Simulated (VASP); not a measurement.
Wanted: the native input for a VASP 6.6.1 run.

| Property | Result |
| --- | --- |
| Task | single point |
| Functional | PBEsol |
| Dispersion | D3(BJ) |
| Potentials or basis | VASP PAW PBE potentials, release 64 (Ni, O) |
| Cutoff | 520 eV |
| k mesh | 11 × 11 × 11 |
| Occupations | fermi-dirac, width 0.05 eV |
| Spin | collinear spin, ferromagnetic start |
| Starting moments | [1.0, 0.0] μB |
| Dipole correction | no |
| Further INCAR settings | ALGO = Normal; EDIFF = 1e-06; NBANDS = 19 |

The structure of NiO lies in POSCAR:

```
NiO
1.0
    0.0000000000      2.0433202721      2.0433202721
    2.0433202721      0.0000000000      2.0433202721
    2.0433202721      2.0433202721      0.0000000000
Ni O
1 1
Direct
    0.0000000000      0.0000000000      0.0000000000
    0.5000000000      0.5000000000      0.5000000000
```

The input as run:

INCAR

```
  PREC = Accurate
  ENCUT = 520
  EDIFF = 1E-6
  ISMEAR = -1
  SIGMA = 0.05
  LREAL = F
  LASPH = T
  NELM = 150
  ALGO = Normal
  ISIF = 2
  LWAVE = F
  LCHARG = F
  ISPIN = 2
  MAGMOM = 1 0
  LORBIT = 11
  LMAXMIX = 4
  GGA = PS
  IVDW = 12
  NBANDS = 19
```

KPOINTS

```
Automatic mesh
0
Gamma
  11 11 11
```

Potentials or basis: VASP PAW PBE potentials, release 64 (Ni, O).

Run with:

```console
$ cat potpaw_PBE.64/Ni/POTCAR potpaw_PBE.64/O/POTCAR > POTCAR
$ mpirun -np 1 vasp_std > vasp.out
```

It gave:

The pressure is 0.7 GPa. The net moment is 0.82 μB per cell and the site moments are Ni +0.69; O +0.10 μB. The valence electrons inside the program's atomic spheres are Ni 9.18; O 4.95 and the dispersion energy per atom is -0.229 eV.

Caveat: the PAW data sets were made with another functional, which shifts forces and pressure a little; a cell with one magnetic atom can't hold antiferromagnetic order, which such compounds often take.

Run time: 42 s on 1 thread of Intel(R) Xeon(R) 6975P-C (Granite Rapids), on a shared host, peak memory 0.18 GiB.
